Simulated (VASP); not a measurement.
Crystal: AlN (vib).

```
CELL_PARAMETERS angstrom
0.00000 2.03452 2.03452
2.03452 0.00000 2.03452
2.03452 2.03452 0.00000
ATOMIC_POSITIONS crystal
Al 0.50000 0.50000 0.50000
N 0.00000 0.00000 0.00000
```

- Program: VASP 6.6.1
- Task: relaxation of cell and atoms
- Functional: LDA
- Potentials or basis: VASP PAW LDA potentials, release 64 (Al, N)
- Cutoff: 600 eV
- k mesh: 8 × 8 × 8
- Occupations: gaussian, width 0.1 eV
- Spin: no spin polarisation

At the start: pressure -10.6 GPa; volume 8.42 Å³/atom.

Task: Where does the relaxation end?

Result: Over 3 steps the energy falls by 11.6 meV/atom and the volume is 8.08 Å³/atom (-4.0 %); space group Fm-3m (No. 225, to 0.05 Å).

Step by step:
```tsv
step	energy change (eV)	largest force (eV/Å)	pressure (GPa)	volume (Å³)
1	0.0000	0.0000	-10.55	16.84
2	-0.0003	0.0000	12.00	15.53
3	-0.0233	0.0000	-0.07	16.16
```

Final structure:
```
CELL_PARAMETERS angstrom
0.00000 2.00685 2.00685
2.00685 0.00000 2.00685
2.00685 2.00685 0.00000
ATOMIC_POSITIONS crystal
Al 0.50000 0.50000 0.50000
N 0.00000 0.00000 0.00000
```
